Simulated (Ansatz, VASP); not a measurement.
Cd5HgSe6 in VASP and in Ansatz

```xyz
12
Lattice="4.3907 0.0000 0.0000 -2.1954 3.8025 0.0000 0.0000 0.0000 21.5005" Properties=species:S:1:pos:R:3 pbc="T T T"
Cd    0.0000    2.5350    0.0203
Cd    0.0000    2.5350   14.3763
Cd    2.1954    1.2675    3.5901
Cd    2.1954    1.2675   10.8012
Cd    2.1954    1.2675   17.9484
Hg    0.0000    2.5350    7.2105
Se    0.0000    2.5350    2.7099
Se    0.0000    2.5350    9.9215
Se    0.0000    2.5350   17.0657
Se    2.1954    1.2675    6.2837
Se    2.1954    1.2675   13.4927
Se    2.1954    1.2675   20.6378
```

Alike in both runs: functional PBE; k mesh 12 × 12 × 2; occupations gaussian, width 0.01 eV; no spin polarisation.

Ansatz relaxed the structure, and its values are those at the end. VASP's run is a single point on that final structure, the one shown.

```csv
,VASP,Ansatz
version,VASP 6.6.1,Ansatz 0.2.0
potentials or method,"VASP PAW PBE potentials, release 64 (Cd, Hg, Se), cutoff 520 eV","scalar-relativistic, plane waves, PAW"
valence electrons in the cell,108,216
```

```csv
,VASP,Ansatz,Ansatz less VASP
gap on the k mesh at the Fermi level (eV),0.13,0.14,+0.003
least direct gap on the mesh (eV),0.13,0.14,+0.003
pressure (GPa),0.2,0.0,-0.24
```

VASP's potentials hold 108 valence electrons a cell and Ansatz's 216, so a difference there can come from the potentials and not from the codes.

Neither program's run includes spin-orbit coupling.
